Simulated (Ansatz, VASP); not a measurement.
## Two plane-wave programs on LaScF

The input INCAR:

```
SYSTEM = LaScF
PREC     = Accurate       ! precision mode
ENCUT    = 600            ! plane-wave cutoff, eV
EDIFF    = 1E-7           ! SCF threshold, eV
ISMEAR   = 0              ! smearing method
SIGMA    = 0.1            ! smearing width, eV
LREAL    = .FALSE.        ! projectors in reciprocal space
LASPH    = .TRUE.         ! aspherical terms in the spheres
NELM     = 80             ! most SCF steps
ALGO     = Normal         ! electronic algorithm
ISIF     = 3              ! what is computed and relaxed
LWAVE    = .FALSE.        ! write WAVECAR
LCHARG   = .FALSE.        ! write CHGCAR
GGA      = PE             ! functional
IBRION   = 2              ! ionic algorithm
NSW      = 100            ! ionic steps
EDIFFG   = -0.01          ! ionic threshold
```

Contents of KPOINTS:

```
regular mesh
0
G
  14 14 8
  0 0 0
```

The input POSCAR:

```
LaScF
1.0
    3.3741546380      0.0000000000      0.0000000000
    0.0000000000      3.3741546380      0.0000000000
    0.0000000000      0.0000000000      5.6064033286
La Sc F
1 1 1
Direct
    0.0000000000      0.0000000000      0.5000000000
    0.5000000000      0.5000000000      0.0000000000
    0.0000000000      0.0000000000      0.0000000000
```

Input for Ansatz:

```yaml
crystal:
  lattice:
    - [3.374154638, 0.0, 0.0]
    - [0.0, 3.374154638, 0.0]
    - [0.0, 0.0, 5.6064033286]
  atoms:
    - { symbol: La, position: [0.0, 0.0, 0.5] }
    - { symbol: Sc, position: [0.5, 0.5, 0.0] }
    - { symbol: F, position: [0.0, 0.0, 0.0] }
basis:
  ecutwfc: 420
kpoints:
  mp_grid: { grid: [14, 14, 8] }
hamiltonian:
  xc: pbe
scf:
  occupations: { method: gaussian, width: 0.1 }
output:
  forces: true
  stress: true
  eigenvalues: true
  write_density: true
  write_potential: true
  elf: true
  volumetric_format: npy
relax:
  adjacent_minimum: "off"
  f_tol: 0.01
  max_steps: 80
  cell: { stress_tol: 0.05 }
```

Alike in both runs: task relaxation of cell and atoms; functional PBE; k mesh 14 × 14 × 8; occupations gaussian, width 0.1 eV; no spin polarisation.

|  | VASP | Ansatz |
| --- | --- | --- |
| version | VASP 6.6.1 | Ansatz 0.2.0 |
| potentials or method | VASP PAW PBE potentials, release 64 (La, Sc_sv, F), cutoff 600 eV | scalar-relativistic, plane waves, PAW |
| valence electrons in the cell | 29 | 29 |

|  | VASP | Ansatz | Ansatz less VASP |
| --- | --- | --- | --- |
| gap on the k mesh at the Fermi level, each at its own relaxed structure (eV) | none | none | - |
| relaxed volume (Å³/atom) | 21.10 | 21.11 | +0.009 |
| relaxed cell length with the largest relative difference (Å) | 5.553 | 5.566 | +0.0137 |

A gap of «none» marks a metal or a gap that the smearing closes.

Spin-orbit coupling is off throughout.
